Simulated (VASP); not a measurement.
# BeTe (P4/nmm) in VASP: further runs

The runs below take BeTe through single point, with PBE.

Everything below comes from runs of VASP 6.6.1. Logs are shortened: lines on timing, memory, paths and dates and some standing lists are left out, and cuts for length are marked.

## (1) The cell of the first run

The structure is tetragonal, space group P4/nmm (No. 129). Conventional cell: a = 3.912 Å, b = 3.912 Å, c = 7.426 Å, α = 90.00°, β = 90.00°, γ = 90.00°. Within 3.3 Å of Be (site symmetry -4m2) lie 4 Te at 2.48 Å and 4 Be at 2.77 Å. Within 3.3 Å of Te (site symmetry 4mm) lie 4 Be at 2.48 Å.

The cell was generated, and may not be a known phase.

## (2) Single point, PBE

INCAR

```
SYSTEM = BeTe
ALGO = Normal ; EDIFF = 1E-6
ENCUT = 520 ; GGA = PE
ISIF = 2 ; ISMEAR = 0
LASPH = .True. ; LCHARG = .True.
LELF = .True. ; LREAL = .False.
LVHAR = .True. ; LWAVE = .False.
NBANDS = 16 ; NELM = 80
PREC = Accurate ; SIGMA = 0.1
```

KPOINTS

```
k-points
0
Gamma
  4 4 4
  0 0 0
```

POSCAR

```
BeTe
1.0
    3.9119471000      0.0000000000      0.0000000000
    0.0000000000      3.9119471000      0.0000000000
    0.0000000000      0.0000000000      7.4258011000
Be Te
2 2
Direct
    0.0000000000      0.0000000000      0.5000000000
    0.5000000000      0.5000000000      0.5000000000
    0.5000000000      0.0000000000      0.7061330000
    0.0000000000      0.5000000000      0.2938670000
```

Potentials or basis: VASP PAW PBE potentials, release 64 (Be, Te).

The run is started by

```
$ cat potpaw_PBE.64/Be/POTCAR potpaw_PBE.64/Te/POTCAR > POTCAR
$ mpirun -np 1 vasp_std > vasp.out
```

OUTCAR:

```text
SYSTEM = BeTe
   EDIFF = 1E-6
   ENCUT = 520
   GGA = PE
   ISIF = 2
   ISMEAR = 0
   LASPH = .True.
   LREAL = .False.
   NELM = 80
   PREC = Accurate

 ion  position               nearest neighbor table
   1  0.000  0.000  0.500-   3 2.48   4 2.48   4 2.48   3 2.48
   2  0.500  0.500  0.500-   3 2.48   4 2.48   3 2.48   4 2.48
   3  0.500  0.000  0.706-   1 2.48   2 2.48   2 2.48   1 2.48
   4  0.000  0.500  0.294-   1 2.48   2 2.48   1 2.48   2 2.48

  LATTYP: Found a simple tetragonal cell.
 ALAT       =     3.9119471000
 C/A-ratio  =     1.8982365840

  Lattice vectors:

 A1 = (   3.9119471000,   0.0000000000,   0.0000000000)
 A2 = (   0.0000000000,   3.9119471000,   0.0000000000)
 A3 = (   0.0000000000,   0.0000000000,   7.4258011000)

Analysis of symmetry for initial positions (statically):
=====================================================================
 Subroutine PRICEL returns:
 Original cell was already a primitive cell.

 Routine SETGRP: Setting up the symmetry group for a
 simple tetragonal supercell.

 Subroutine GETGRP returns: Found 16 space group operations
 (whereof  8 operations were pure point group operations)
 out of a pool of 16 trial point group operations.

The static configuration has the point symmetry D_2d.
 The point group associated with its full space group is D_4h.

Analysis of symmetry for dynamics (positions and initial velocities):
=====================================================================
 Subroutine PRICEL returns:
 Original cell was already a primitive cell.

 Routine SETGRP: Setting up the symmetry group for a
 simple tetragonal supercell.

 Subroutine GETGRP returns: Found 16 space group operations
 (whereof  8 operations were pure point group operations)
 out of a pool of 16 trial point group operations.

The dynamic configuration has the point symmetry D_2d.
 The point group associated with its full space group is D_4h.

 Subroutine INISYM returns: Found 16 space group operations
 (whereof  8 operations are pure point group operations),
 and found     1 'primitive' translations

----------------------------------------------------------------------------------------

                                     Primitive cell

  volume of cell :     113.6395

  direct lattice vectors                    reciprocal lattice vectors
     3.911947100  0.000000000  0.000000000     0.255627179  0.000000000  0.000000000
     0.000000000  3.911947100  0.000000000     0.000000000  0.255627179  0.000000000
     0.000000000  0.000000000  7.425801100     0.000000000  0.000000000  0.134665605

  length of vectors
     3.911947100  3.911947100  7.425801100     0.255627179  0.255627179  0.134665605

  position of ions in fractional coordinates (direct lattice)
     0.000000000  0.000000000  0.500000000
     0.500000000  0.500000000  0.500000000
     0.500000000  0.000000000  0.706133000
     0.000000000  0.500000000  0.293867000

  ion indices of the primitive-cell ions
   primitive index   ion index
                 1           1
                 2           2
                 3           3
                 4           4

----------------------------------------------------------------------------------------

 KPOINTS: k-points

Automatic generation of k-mesh.
 Grid dimensions read from file:
 generate k-points for:    4    4    4

 Generating k-lattice:

  Cartesian coordinates                     Fractional coordinates (reciprocal lattice)
     0.063906795  0.000000000  0.000000000     0.250000000  0.000000000  0.000000000
     0.000000000  0.063906795  0.000000000     0.000000000  0.250000000  0.000000000
     0.000000000  0.000000000  0.033666401     0.000000000  0.000000000  0.250000000

  Length of vectors
     0.063906795  0.063906795  0.033666401

  Shift w.r.t. Gamma in fractional coordinates (k-lattice)
     0.000000000  0.000000000  0.000000000

 Subroutine IBZKPT returns following result:
 ===========================================

 Found     18 irreducible k-points:

 Following reciprocal coordinates:
            Coordinates               Weight
  0.000000  0.000000  0.000000      1.000000
  0.250000  0.000000  0.000000      4.000000
  0.500000  0.000000  0.000000      2.000000
  0.250000  0.250000  0.000000      4.000000
  0.500000  0.250000  0.000000      4.000000
  0.500000  0.500000  0.000000      1.000000
[... 10 lines left out ...]
  0.500000  0.250000  0.500000      4.000000
  0.500000  0.500000  0.500000      1.000000
   k-points           NKPTS =     18   k-points in BZ     NKDIM =     18   number of bands    NBANDS=     16
   number of dos      NEDOS =    301   number of ions     NIONS =      4
   total plane-waves  NPLWV =  50400
   dimension x,y,z NGX =    30 NGY =   30 NGZ =   56
   dimension x,y,z NGXF=    60 NGYF=   60 NGZF=  112
   ions per type =               2   2
   NGX,Y,Z   is equivalent  to a cutoff of  12.75, 12.75, 12.54 a.u.
   NGXF,Y,Z  is equivalent  to a cutoff of  25.50, 25.50, 25.07 a.u.
 SYSTEM =  BeTe
   PREC   = accura    normal or accurate (medium, high low for compatibility)
   ISTART =      0    job   : 0-new  1-cont  2-samecut
   ICHARG =      2    charge: 1-file 2-atom 10-const
   ISPIN  =      1    spin polarized calculation?
   LNONCOLLINEAR =      F non collinear calculations
   LSORBIT =      F    spin-orbit coupling
   LASPH  =      T    aspherical Exc in radial PAW
   ENCUT  =  520.0 eV  38.22 Ry    6.18 a.u.   7.27  7.27 13.81*2*pi/ulx,y,z
   NELM   =     80;   NELMIN=  2; NELMDL= -5     # of ELM steps
   EDIFF  = 0.1E-05   stopping-criterion for ELM
   LREAL  =      F    real-space projection
   EDIFFG = 0.1E-04   stopping-criterion for IOM
   NSW    =      0    number of steps for IOM
   IBRION =     -1    ionic relax: 0-MD 1-quasi-New 2-CG
   NFREE  =      0    steps in history (QN), initial steepest desc. (CG)
   ISIF   =      2    stress and relaxation
   ISYM   =      2    0-nonsym 1-usesym 2-fastsym
   POTIM  = 0.5000    time-step for ionic-motion
   TEBEG  =    0.0;   TEEND  =   0.0 temperature during run
   PSTRESS=    0.0 pullay stress
   NELECT =      16.0000    total number of electrons
   NUPDOWN=      -1.0000    fix difference up-down
   EMIN   =  10.00;   EMAX   =-10.00  energy-range for DOS
   EFERMI =   0.00;   METHOD = LEGACY
   ISMEAR =     0;   SIGMA  =   0.10  broadening in eV -4-tet -1-fermi 0-gaus
   EFERMI_NEDOS =   21; number of points for ismear=-14 and -15
   IALGO  =     38    algorithm
   IMIX   =      4    mixing-type and parameters
     AMIX     =   0.40;   BMIX     =  1.00
     AMIX_MAG =   1.60;   BMIX_MAG =  1.00
  volume/ion in A,a.u.               =      28.41       191.72
  Fermi-wavevector in a.u.,A,eV,Ry     =   0.851671  1.609424  9.868892  0.725343
  Thomas-Fermi vector in A             =   1.967840
   LORBIT       =      0    0 simple, 1 ext, 2 COOP (PROOUT), +10 PAW based schemes
   GGA     = PE    functional components
   LHFCALC =     F    Hartree Fock is set to
   AEXX    =    0.0000 exact exchange contribution
   IVDW    =     0    specifies the selected vdW correction
   LEPSILON=     F    determine dielectric tensor
   LRPA    =     F    only Hartree local field effects (RPA)
 non-spin polarized calculation
 Gauss-broadening in eV      SIGMA  =   0.10
  energy-cutoff  :      520.00
  volume of cell :      113.64
 maximum number of plane-waves:      3088
 NGX is ok and might be reduce to    30
   NGX = 15   NGY = 15   NGZ = 27

 number of electron      15.9999999 magnetization

 Free energy of the ion-electron system (eV)
  ---------------------------------------------------
  ext. energy  EPLUGINS =         0.00000000
  ---------------------------------------------------
  free energy    TOTEN  =       -14.78016838 eV

  energy without entropy =      -14.78016838  energy(sigma->0) =      -14.78016838

 E-fermi :   3.3991     XC(G=0):  -7.7375

 val. band max:        2.9602947476   @ k =   0.0000   0.0000   0.0000
 cond. band min:       5.0569219347   @ k =   0.0000   0.0000   0.0000
 fundamental gap:      2.0966271871
 Fermi energy:         3.3991155655

 k-point     1 :       0.0000    0.0000    0.0000
  band No.  band energies     occupation
      1      -9.1484      2.00000
      2      -7.8897      2.00000
      3      -1.3376      2.00000
      4       0.4201      2.00000
      5       0.4201      2.00000
      6       1.9956      2.00000
[... 8 lines left out ...]
     15       9.9660      0.00000
     16      10.4023      0.00000

 k-point     2 :       0.2500    0.0000    0.0000
  band No.  band energies     occupation
      1      -8.7746      2.00000
      2      -7.7630      2.00000
      3      -1.3306      2.00000
      4      -1.2236      2.00000
      5       0.8810      2.00000
      6       0.9010      2.00000
[... 8 lines left out ...]
     15       8.5364      0.00000
     16       9.5433      0.00000

 k-point     3 :       0.5000    0.0000    0.0000
  band No.  band energies     occupation
      1      -7.9912      2.00000
      2      -7.9912      2.00000
      3      -2.0329      2.00000
      4      -2.0329      2.00000
      5       0.8979      2.00000
      6       0.8979      2.00000
[... 8 lines left out ...]
     15       9.0049      0.00000
     16       9.0049      0.00000

 k-point     4 :       0.2500    0.2500    0.0000
  band No.  band energies     occupation
      1      -8.4190      2.00000
      2      -7.6052      2.00000
      3      -1.0676      2.00000
      4      -1.0003      2.00000
      5      -0.8190      2.00000
      6       0.8375      2.00000
[... 8 lines left out ...]
     15       9.0775      0.00000
     16       9.6803      0.00000
[... 210 lines left out ...]
 k-point    16 :       0.2500    0.2500    0.5000
  band No.  band energies     occupation
      1      -8.3996      2.00000
      2      -7.6331      2.00000
      3      -1.0033      2.00000
      4      -0.9764      2.00000
      5      -0.9302      2.00000
      6       0.8669      2.00000
[... 8 lines left out ...]
     15       8.9417      0.00000
     16       9.7807      0.00000

 k-point    17 :       0.5000    0.2500    0.5000
  band No.  band energies     occupation
      1      -7.7162      2.00000
      2      -7.7162      2.00000
      3      -1.8171      2.00000
      4      -1.8171      2.00000
      5       0.1510      2.00000
      6       0.1510      2.00000
[... 8 lines left out ...]
     15       9.6494      0.00000
     16       9.6494      0.00000

 k-point    18 :       0.5000    0.5000    0.5000
  band No.  band energies     occupation
      1      -7.3852      2.00000
      2      -7.3852      2.00000
      3      -1.8483      2.00000
      4      -1.8483      2.00000
      5      -0.2187      2.00000
      6      -0.2187      2.00000
[... 8 lines left out ...]
     15       9.5730      0.00000
     16       9.5730      0.00000

------------------------ aborting loop because EDIFF is reached ----------------------------------------

  FORCE on cell =-STRESS in cart. coord.  units (eV):
  Direction    XX          YY          ZZ          XY          YZ          ZX
  --------------------------------------------------------------------------------------
  -------------------------------------------------------------------------------------
  Total        0.3650757      0.3650757     -0.0041635      0.0000000      0.0000000     -0.0000000
  in kB        5.1471198      5.1471198     -0.0587007      0.0000000      0.0000000     -0.0000000
  external PRESSURE =       3.4118463 kB  Pullay stress =       0.0000000 kB

 VOLUME and BASIS-vectors are now :
 -----------------------------------------------------------------------------
  energy-cutoff  :      520.00
  volume of cell :      113.64
      direct lattice vectors                 reciprocal lattice vectors
     3.911947100  0.000000000  0.000000000     0.255627179  0.000000000  0.000000000
     0.000000000  3.911947100  0.000000000     0.000000000  0.255627179  0.000000000
     0.000000000  0.000000000  7.425801100     0.000000000  0.000000000  0.134665605

 POSITION                                       TOTAL-FORCE (eV/Angst)
 -----------------------------------------------------------------------------------
      0.00000      0.00000      3.71290         0.000000     -0.000000      0.000000
      1.95597      1.95597      3.71290        -0.000000      0.000000      0.000000
      1.95597      0.00000      5.24360         0.000000     -0.000000      0.000858
      0.00000      1.95597      2.18220         0.000000      0.000000     -0.000858
 -----------------------------------------------------------------------------------
    total drift:                               -0.000000     -0.000000      0.000000

  FREE ENERGIE OF THE ION-ELECTRON SYSTEM (eV)
  ---------------------------------------------------
  free  energy   TOTEN  =       -14.7801683828 eV

  energy  without entropy=      -14.7801683828  energy(sigma->0) =      -14.78016838
```

It took 57 s on 1 thread of Intel Xeon 8259CL, shared host; peak memory 0.23 GiB.

Results:

| Quantity | Value |
| --- | --- |
| Free energy | -14.7802 eV |
| Pressure | 0.3 GPa |
| Band gap on the k mesh | 2.10 eV |

Caveat: spin-orbit coupling is left out, which moves the levels of the heavy elements; this functional lacks dispersion, which binds layers or chains, so the pressure and a relaxed spacing across them are unreliable. A k mesh can miss the band edges.

## (3) Single point, PBE

INCAR

```
PREC = Accurate
ENCUT = 520
EDIFF = 1E-6
ISMEAR = 0
SIGMA = 0.02
LREAL = F
LASPH = T
NELM = 80
ALGO = Normal
ISIF = 2
LWAVE = F
LCHARG = F
GGA = PE
NBANDS = 16
```

KPOINTS

```
Automatic mesh
0
Gamma
  8 8 4
```

POSCAR is that of step 2.

Potentials or basis: VASP PAW PBE potentials, release 64 (Be, Te).

The run is started by

```
$ cat potpaw_PBE.64/Be/POTCAR potpaw_PBE.64/Te/POTCAR > POTCAR
$ mpirun -np 1 vasp_std > vasp.out
```

Wall time 2 min (1 thread of Intel Xeon 8259CL, shared host); peak memory 0.26 GiB.

It converged, with:

* Free energy: -14.8675 eV
* Pressure: 0.1 GPa
* Largest force: 0.049 eV/Å
* Band gap on the k mesh: 2.11 eV

Forces in eV/Å, atoms in the order of the input:
```
Be   0.000  0.000  0.000
Be   0.000  0.000  0.000
Te   0.000  0.000  0.049
Te   0.000  0.000 -0.049
```

Stress tensor (GPa, compression positive):
```
0.11 0.00 0.00
0.00 0.11 0.00
0.00 0.00 0.21
```

Levels at points of the mesh, in eV from the valence-band top:
```tsv
k point	band 4	band 5	band 6	band 7	band 8	band 9	band 10	band 11	band 12	band 13
(0.00, 0.00, 0.00)	-2.54	-2.54	-0.97	0.00	0.00	2.11	2.30	3.25	3.54	5.13
(0.50, 0.00, 0.00)	-4.99	-2.06	-2.06	-0.94	-0.94	3.43	3.43	4.79	4.79	4.92
(0.50, 0.50, 0.00)	-4.83	-3.10	-3.10	-2.74	-2.74	2.86	2.86	3.37	3.37	7.52
(0.00, 0.00, 0.50)	-2.52	-2.52	-1.75	-0.06	-0.06	2.12	2.33	3.21	5.01	5.38
(0.50, 0.00, 0.50)	-5.08	-1.78	-1.78	-0.94	-0.94	3.31	3.31	3.64	3.64	4.87
(0.50, 0.50, 0.50)	-4.80	-3.18	-3.18	-2.78	-2.78	3.32	3.32	4.06	4.06	5.85
```

Caveat: spin-orbit coupling is left out, which moves the levels of the heavy elements; this functional lacks dispersion, which binds layers or chains, so the pressure and a relaxed spacing across them are unreliable. A k mesh can miss the band edges.
